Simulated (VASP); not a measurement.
# Mg (P6_3/mmc) in VASP: notebook

The runs below take Mg through single point, relaxation of cell and atoms, with PBE+D3(BJ).

All numbers are computed with VASP 6.6.1; they aren't measurements. Logs are shortened: lines on timing, memory, paths and dates and some standing lists are left out, and cuts for length are marked.

**1. The cell of the first run**

It takes space group P6_3/mmc (No. 194, hexagonal). Conventional cell: a = 3.150 Å, b = 3.150 Å, c = 10.134 Å, α = 90.00°, β = 90.00°, γ = 120.00°. Mg (site symmetry -3m) has 12 Mg at 3.12 to 3.15 Å within 4.1 Å. Within 4.1 Å of Mg (site symmetry -6m2) lie 12 Mg at 3.12 to 3.15 Å.

**2. Single point, PBE+D3(BJ)**

INCAR

```
ALGO = Normal
EDIFF = 1E-6
ENCUT = 520
GGA = PE
ISIF = 2
ISMEAR = 0
IVDW = 12
LASPH = T
LCHARG = F
LREAL = F
LWAVE = F
NBANDS = 12
NELM = 100
PREC = Accurate
SIGMA = 0.1
```

KPOINTS

```
k-points
0
Gamma
  15 15 4
```

POSCAR

```
Mg
1.0
    3.1499512728      0.0000000000      0.0000000000
   -1.5749756364      2.7279378230      0.0000000000
    0.0000000000      0.0000000000     10.1336439740
Mg
4
Direct
    0.0000000000      0.0000000000      0.0000000000
    0.3333333333      0.6666666667      0.2500000000
    0.0000000000      0.0000000000      0.5000000000
    0.6666666667      0.3333333333      0.7500000000
```

Potentials or basis: VASP PAW PBE potentials, release 64 (Mg).

The run is started by

```sh
$ cat potpaw_PBE.64/Mg/POTCAR > POTCAR
$ mpirun -np 1 vasp_std > vasp.out
```

OUTCAR:

```text
EDIFF = 1E-6
   ENCUT = 520
   GGA = PE
   ISIF = 2
   ISMEAR = 0
   IVDW = 12
   LASPH = T
   LREAL = F
   NELM = 100
   PREC = Accurate
 IVDW          = 12

 ion  position               nearest neighbor table
   1  0.000  0.000  0.000-   2 3.12   4 3.12   4 3.12   2 3.12   4 3.12   2 3.12
   2  0.333  0.667  0.250-   1 3.12   3 3.12   1 3.12   3 3.12   1 3.12   3 3.12
   3  0.000  0.000  0.500-   2 3.12   4 3.12   4 3.12   2 3.12   4 3.12   2 3.12
   4  0.667  0.333  0.750-   1 3.12   3 3.12   1 3.12   3 3.12   1 3.12   3 3.12

  LATTYP: Found a hexagonal cell.
 ALAT       =     3.1499512728
 C/A-ratio  =     3.2170795979

  Lattice vectors:

 A1 = (   3.1499512728,   0.0000000000,   0.0000000000)
 A2 = (  -1.5749756364,   2.7279378230,   0.0000000000)
 A3 = (   0.0000000000,   0.0000000000,  10.1336439740)

Analysis of symmetry for initial positions (statically):
=====================================================================
 Subroutine PRICEL returns:
 Original cell was already a primitive cell.

 Routine SETGRP: Setting up the symmetry group for a
 hexagonal supercell.

 Subroutine GETGRP returns: Found 24 space group operations
 (whereof 12 operations were pure point group operations)
 out of a pool of 24 trial point group operations.

The static configuration has the point symmetry D_3d.
 The point group associated with its full space group is D_6h.

Analysis of symmetry for dynamics (positions and initial velocities):
=====================================================================
 Subroutine PRICEL returns:
 Original cell was already a primitive cell.

 Routine SETGRP: Setting up the symmetry group for a
 hexagonal supercell.

 Subroutine GETGRP returns: Found 24 space group operations
 (whereof 12 operations were pure point group operations)
 out of a pool of 24 trial point group operations.

The dynamic configuration has the point symmetry D_3d.
 The point group associated with its full space group is D_6h.

 Subroutine INISYM returns: Found 24 space group operations
 (whereof 12 operations are pure point group operations),
 and found     1 'primitive' translations

----------------------------------------------------------------------------------------

                                     Primitive cell

  volume of cell :      87.0771

  direct lattice vectors                    reciprocal lattice vectors
     3.149951273  0.000000000  0.000000000     0.317465228  0.183288635  0.000000000
    -1.574975636  2.727937823  0.000000000     0.000000000  0.366577270  0.000000000
     0.000000000  0.000000000 10.133643974     0.000000000  0.000000000  0.098681185

  length of vectors
     3.149951273  3.149951273 10.133643974     0.366577270  0.366577270  0.098681185

  position of ions in fractional coordinates (direct lattice)
     0.000000000  0.000000000  0.000000000
     0.333333333  0.666666667  0.250000000
     0.000000000  0.000000000  0.500000000
     0.666666667  0.333333333  0.750000000

  ion indices of the primitive-cell ions
   primitive index   ion index
                 1           1
                 2           2
                 3           3
                 4           4

----------------------------------------------------------------------------------------

 KPOINTS: k-points

Automatic generation of k-mesh.
 Grid dimensions read from file:
 generate k-points for:   15   15    4

 Generating k-lattice:

  Cartesian coordinates                     Fractional coordinates (reciprocal lattice)
     0.021164349  0.012219242  0.000000000     0.066666667  0.000000000  0.000000000
     0.000000000  0.024438485  0.000000000     0.000000000  0.066666667  0.000000000
     0.000000000  0.000000000  0.024670296     0.000000000  0.000000000  0.250000000

  Length of vectors
     0.024438485  0.024438485  0.024670296

  Shift w.r.t. Gamma in fractional coordinates (k-lattice)
     0.000000000  0.000000000  0.000000000

 Subroutine IBZKPT returns following result:
 ===========================================

 Found     81 irreducible k-points:

 Following reciprocal coordinates:
            Coordinates               Weight
  0.000000  0.000000  0.000000      1.000000
  0.066667  0.000000  0.000000      6.000000
  0.133333  0.000000  0.000000      6.000000
  0.200000  0.000000  0.000000      6.000000
  0.266667  0.000000  0.000000      6.000000
  0.333333  0.000000  0.000000      6.000000
[... 16 lines left out ...]
  0.333333  0.200000  0.000000     12.000000
  0.400000  0.200000  0.000000      6.000000
 [... further k-points ...]
   k-points           NKPTS =     81   k-points in BZ     NKDIM =     81   number of bands    NBANDS=     12
   number of dos      NEDOS =    301   number of ions     NIONS =      4
   total plane-waves  NPLWV =  46080
   dimension x,y,z NGX =    24 NGY =   24 NGZ =   80
   dimension x,y,z NGXF=    48 NGYF=   48 NGZF=  160
   ions per type =               4
   NGX,Y,Z   is equivalent  to a cutoff of  12.67, 12.67, 13.12 a.u.
   NGXF,Y,Z  is equivalent  to a cutoff of  25.33, 25.33, 26.25 a.u.
 SYSTEM =  unknown system
   PREC   = accura    normal or accurate (medium, high low for compatibility)
   ISTART =      0    job   : 0-new  1-cont  2-samecut
   ICHARG =      2    charge: 1-file 2-atom 10-const
   ISPIN  =      1    spin polarized calculation?
   LNONCOLLINEAR =      F non collinear calculations
   LSORBIT =      F    spin-orbit coupling
   LASPH  =      T    aspherical Exc in radial PAW
   ENCUT  =  520.0 eV  38.22 Ry    6.18 a.u.   5.86  5.86 18.84*2*pi/ulx,y,z
   NELM   =    100;   NELMIN=  2; NELMDL= -5     # of ELM steps
   EDIFF  = 0.1E-05   stopping-criterion for ELM
   LREAL  =      F    real-space projection
   EDIFFG = 0.1E-04   stopping-criterion for IOM
   NSW    =      0    number of steps for IOM
   IBRION =     -1    ionic relax: 0-MD 1-quasi-New 2-CG
   NFREE  =      0    steps in history (QN), initial steepest desc. (CG)
   ISIF   =      2    stress and relaxation
   ISYM   =      2    0-nonsym 1-usesym 2-fastsym
   POTIM  = 0.5000    time-step for ionic-motion
   TEBEG  =    0.0;   TEEND  =   0.0 temperature during run
   PSTRESS=    0.0 pullay stress
   NELECT =       8.0000    total number of electrons
   NUPDOWN=      -1.0000    fix difference up-down
   EMIN   =  10.00;   EMAX   =-10.00  energy-range for DOS
   EFERMI =   0.00;   METHOD = LEGACY
   ISMEAR =     0;   SIGMA  =   0.10  broadening in eV -4-tet -1-fermi 0-gaus
   EFERMI_NEDOS =   21; number of points for ismear=-14 and -15
   IALGO  =     38    algorithm
   IMIX   =      4    mixing-type and parameters
     AMIX     =   0.40;   BMIX     =  1.00
     AMIX_MAG =   1.60;   BMIX_MAG =  1.00
  volume/ion in A,a.u.               =      21.77       146.91
  Fermi-wavevector in a.u.,A,eV,Ry     =   0.738704  1.395947  7.424467  0.545683
  Thomas-Fermi vector in A             =   1.832690
   LORBIT       =      0    0 simple, 1 ext, 2 COOP (PROOUT), +10 PAW based schemes
   GGA     = PE    functional components
   LHFCALC =     F    Hartree Fock is set to
   AEXX    =    0.0000 exact exchange contribution
   IVDW    =    12    specifies the selected vdW correction
   LEPSILON=     F    determine dielectric tensor
   LRPA    =     F    only Hartree local field effects (RPA)
 non-spin polarized calculation
 Gauss-broadening in eV      SIGMA  =   0.10
  energy-cutoff  :      520.00
  volume of cell :       87.08
 maximum number of plane-waves:      2366
 NGX is ok and might be reduce to    24
   NGX = 11   NGY = 11   NGZ = 37

 number of electron       8.0000000 magnetization

 Free energy of the ion-electron system (eV)
  ---------------------------------------------------
  ext. energy  EPLUGINS =         0.00000000
  ---------------------------------------------------
  free energy    TOTEN  =        -5.97498633 eV

  energy without entropy =       -5.96466511  energy(sigma->0) =       -5.96982572

 E-fermi :   2.9114     XC(G=0):  -8.6571

 val. band max:        2.8888366275   @ k =   0.3333   0.3333   0.2500
 cond. band min:       2.9114178013   @ k =   0.2667   0.0667   0.0000
 fundamental gap:      0.0225811737
 Fermi energy:         2.9113785239

 k-point     1 :       0.0000    0.0000    0.0000
  band No.  band energies     occupation
      1      -4.2472      2.00000
      2      -2.7892      2.00000
      3      -2.7879      2.00000
      4       1.1942      2.00000
      5       1.7658      2.00000
      6       8.2456      0.00000
      7       8.2568      0.00000
      8      14.0965      0.00000
      9      14.0965      0.00000
     10      14.2012      0.00000
     11      14.2012      0.00000
     12      14.8748      0.00000

 k-point     2 :       0.0667    0.0000    0.0000
  band No.  band energies     occupation
      1      -4.1571      2.00000
      2      -2.7005      2.00000
      3      -2.6992      2.00000
      4       1.2759      2.00000
      5       1.8530      2.00000
      6       8.3098      0.00000
      7       8.3264      0.00000
      8      12.3617      0.00000
      9      13.1230      0.00000
     10      13.3757      0.00000
     11      13.4676      0.00000
     12      14.1402      0.00000

 k-point     3 :       0.1333    0.0000    0.0000
  band No.  band energies     occupation
      1      -3.8872      2.00000
      2      -2.4349      2.00000
      3      -2.4337      2.00000
      4       1.5211      2.00000
      5       2.1121      2.00000
      6       8.4631      0.00000
      7       8.5192      0.00000
      8      10.3375      0.00000
      9      11.3995      0.00000
     10      11.4891      0.00000
     11      12.2303      0.00000
     12      13.1232      0.00000

 k-point     4 :       0.2000    0.0000    0.0000
  band No.  band energies     occupation
      1      -3.4392      2.00000
      2      -1.9941      2.00000
      3      -1.9929      2.00000
      4       1.9299      2.00000
      5       2.5346      2.00000
      6       7.9717      0.00000
      7       8.6420      0.00000
      8       9.0905      0.00000
      9       9.5392      0.00000
     10       9.7701      0.00000
     11      11.4851      0.00000
     12      12.0599      0.00000

 k-point     5 :       0.2667    0.0000    0.0000
  band No.  band energies     occupation
      1      -2.8156      2.00000
      2      -1.3806      2.00000
      3      -1.3797      2.00000
      4       2.5026      2.00000
      5       3.0932      0.01015
      6       6.2733      0.00000
      7       7.4303      0.00000
      8       7.5581      0.00000
      9       9.5478      0.00000
     10       9.6271      0.00000
     11      10.8896      0.00000
     12      10.9498      0.00000
[... 228 lines left out ...]
      1      -1.8445      2.00000
      2      -0.4261      2.00000
      3      -0.4258      2.00000
      4       3.4017      0.00000
      5       3.8663      0.00000
      6       5.7303      0.00000
      7       6.1594      0.00000
      8       6.7787      0.00000
      9       6.8614      0.00000
     10       7.5849      0.00000
     11       7.9358      0.00000
     12      10.4645      0.00000

 k-point    22 :       0.2667    0.2000    0.0000
  band No.  band energies     occupation
      1      -0.9710      2.00000
      2       0.4291      2.00000
      3       0.4299      2.00000
      4       3.8769      0.00000
      5       4.2070      0.00000
      6       4.7956      0.00000
      7       5.3212      0.00000
      8       5.4556      0.00000
      9       5.9780      0.00000
     10       6.9586      0.00000
     11       7.3045      0.00000
     12       9.2135      0.00000

 k-point    23 :       0.3333    0.2000    0.0000
  band No.  band energies     occupation
      1       0.0645      2.00000
      2       1.4269      2.00000
      3       1.4328      2.00000
      4       2.5912      1.99999
      5       3.9922      0.00000
      6       4.0009      0.00000
      7       4.8767      0.00000
      8       5.2397      0.00000
      9       6.0105      0.00000
     10       6.6655      0.00000
     11       7.2715      0.00000
     12       7.7462      0.00000

 k-point    24 :       0.4000    0.2000    0.0000
  band No.  band energies     occupation
      1       1.2343      2.00000
      2       1.2647      2.00000
      3       2.3208      2.00000
      4       2.3498      2.00000
      5       2.9651      0.44755
      6       2.9850      0.29754
      7       4.8809      0.00000
      8       6.1138      0.00000
      9       6.3013      0.00000
     10       6.3244      0.00000
     11       6.7562      0.00000
     12       7.7903      0.00000

 [... further k-points ...]

------------------------ aborting loop because EDIFF is reached ----------------------------------------

 Edisp (eV)   -1.19582

 E8    (eV) :    -0.5239

  FORCE on cell =-STRESS in cart. coord.  units (eV):
  Direction    XX          YY          ZZ          XY          YZ          ZX
  --------------------------------------------------------------------------------------
  -------------------------------------------------------------------------------------
  Total      -0.05719    -0.05719    -0.06412     0.00000    -0.00000     0.00000
  in kB      -1.05225    -1.05225    -1.17970     0.00000    -0.00000     0.00000
  external pressure =       -1.09 kB  Pullay stress =        0.00 kB

 VOLUME and BASIS-vectors are now :
 -----------------------------------------------------------------------------
  energy-cutoff  :      520.00
  volume of cell :       87.08
      direct lattice vectors                 reciprocal lattice vectors
     3.149951273  0.000000000  0.000000000     0.317465228  0.183288635  0.000000000
    -1.574975636  2.727937823  0.000000000     0.000000000  0.366577270  0.000000000
     0.000000000  0.000000000 10.133643974     0.000000000  0.000000000  0.098681185

 POSITION                                       TOTAL-FORCE (eV/Angst)
 -----------------------------------------------------------------------------------
      0.00000      0.00000      0.00000        -0.000000      0.000000     -0.000000
     -0.00000      1.81863      2.53341        -0.000000      0.000000      0.000000
      0.00000      0.00000      5.06682        -0.000000      0.000000     -0.000000
      1.57498      0.90931      7.60023         0.000000      0.000000      0.000000
 -----------------------------------------------------------------------------------
    total drift:                                0.000000     -0.000000     -0.000000

  FREE ENERGIE OF THE ION-ELECTRON SYSTEM (eV)
  ---------------------------------------------------
  free  energy   TOTEN  =        -7.1708032657 eV

  energy  without entropy=       -7.1604820415  energy(sigma->0) =       -7.16564265
```

It took 31 s on 1 thread of AMD EPYC 9R45 (Zen 5), shared host; peak memory 0.22 GiB.

Results:

```yaml
Free_energy: -7.1708 eV
Pressure: -0.1 GPa
Band_gap_on_the_k_mesh: zero (band 4 reaches 3.88 eV, above the bottom of band 5 at 1.77 eV)
Dispersion_energy_per_atom: -0.299 eV
```

Levels at points of the mesh, in eV from the Fermi level:
| k point | band 2 | band 3 | band 4 | band 5 | band 6 | band 7 |
| --- | --- | --- | --- | --- | --- | --- |
| (0.00, 0.00, 0.00) | -5.70 | -5.70 | -1.72 | -1.15 | 5.33 | 5.35 |
| (0.00, 0.00, 0.50) | -6.79 | -3.91 | -3.91 | 1.68 | 1.68 | 9.47 |

Caveat: pairwise dispersion overbinds metals, which lowers pressure and volume.

(Continued in part 2 of 2.)
